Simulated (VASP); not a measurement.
Here is a VASP 6.6.1 calculation.

File INCAR:

```
SYSTEM = Na
ALGO = Normal ; EDIFF = 1E-6
ENCUT = 520 ; GGA = RE
ISIF = 2 ; ISMEAR = -1
LASPH = .TRUE. ; LCHARG = .FALSE.
LREAL = .FALSE. ; LWAVE = .FALSE.
NBANDS = 18 ; NELM = 60
PREC = Accurate ; SIGMA = 0.1
```

Contents of KPOINTS:

```
k-points
0
G
  7 7 10
  0 0 0
```

File POSCAR:

```
Na
1.0
    6.1401258338      0.0000000000      0.0000000000
   -3.0700629169      5.3175049545      0.0000000000
    0.0000000000      0.0000000000      3.6414294959
Na
3
Direct
    1.0000000000      1.0000000000      0.0000000000
    0.3333333333      0.6666666667      0.5000000000
    0.6666666667      0.3333333333      0.5000000000
```

Potentials or basis: VASP PAW PBE potentials, release 64 (Na_pv).

The run is started by

```console
$ cat potpaw_PBE.64/Na_pv/POTCAR > POTCAR
$ mpirun -np 1 vasp_std > vasp.out
```

Problem. Estimate the pressure.

Solution. 0.0 GPa.

Problem. Predict the band gap on the k mesh.

Solution. Zero (an odd number of electrons rules out a gap without spin polarisation).

Stress tensor (GPa, compression positive):
```
-0.04  0.00  0.00
 0.00 -0.04  0.00
 0.00  0.00  0.09
```

Caveat: the PAW data sets were made with another functional, which shifts forces and pressure a little.
